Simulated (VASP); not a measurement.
Here is a VASP 6.6.1 calculation.

File INCAR:

```
PREC     = Accurate       # precision mode
ENCUT    = 520            # plane-wave cutoff, eV
EDIFF    = 1E-6           # SCF threshold, eV
ISMEAR   = 0              # smearing method
SIGMA    = 0.02           # smearing width, eV
LREAL    = F              # projectors in reciprocal space
LASPH    = T              # aspherical terms in the spheres
NELM     = 80             # most SCF steps
ALGO     = Normal         # electronic algorithm
ISIF     = 2              # what is computed and relaxed
LWAVE    = F              # write WAVECAR
LCHARG   = T              # write CHGCAR
GGA      = PE             # functional
LELF     = T              # ELF
LVHAR    = T            
NBANDS   = 77             # bands
```

KPOINTS

```
regular mesh
0
Gamma
  6 6 6
```

Contents of POSCAR:

```
ZrPb2O4
1.0
    2.9284334049     -6.4425230538      0.0000000000
    2.9284334049      6.4425230538      0.0000000000
    0.0000000000      0.0000000000      5.9931729578
Zr Pb O
2 4 8
Direct
    0.5000000000      0.5000000000      0.5000000000
    0.0000000000      0.0000000000      0.0000000000
    0.6525381036      0.3474618964      0.9728236686
    0.1525381036      0.8474618964      0.5271763314
    0.8474618964      0.1525381036      0.4728236686
    0.3474618964      0.6525381036      0.0271763314
    0.2327274568      0.2672725432      0.7500000000
    0.7672725432      0.7327274568      0.2500000000
    0.2672725432      0.2327274568      0.2500000000
    0.7327274568      0.7672725432      0.7500000000
    0.6634786090      0.3365213910      0.5687905734
    0.1634786090      0.8365213910      0.9312094266
    0.8365213910      0.1634786090      0.0687905734
    0.3365213910      0.6634786090      0.4312094266
```

Potentials or basis: VASP PAW PBE potentials, release 64 (Zr_sv, Pb_d, O).

The run is started by

```console
$ cat potpaw_PBE.64/Zr_sv/POTCAR potpaw_PBE.64/Pb_d/POTCAR potpaw_PBE.64/O/POTCAR > POTCAR
$ mpirun -np 1 vasp_std > vasp.out
```

**Question.** Estimate the band gap on the k mesh.

**Answer.** 2.18 eV.

**Question.** What does it give for the largest force?

**Answer.** 0.020 eV/Å.

**Question.** What does it give for the pressure?

**Answer.** 0.1 GPa.

Stress tensor (GPa, compression positive):
```
0.00 0.00 0.00
0.00 0.04 0.00
0.00 0.00 0.11
```

Caveat: spin-orbit coupling is left out, which moves the levels of the heavy elements. A k mesh can miss the band edges.
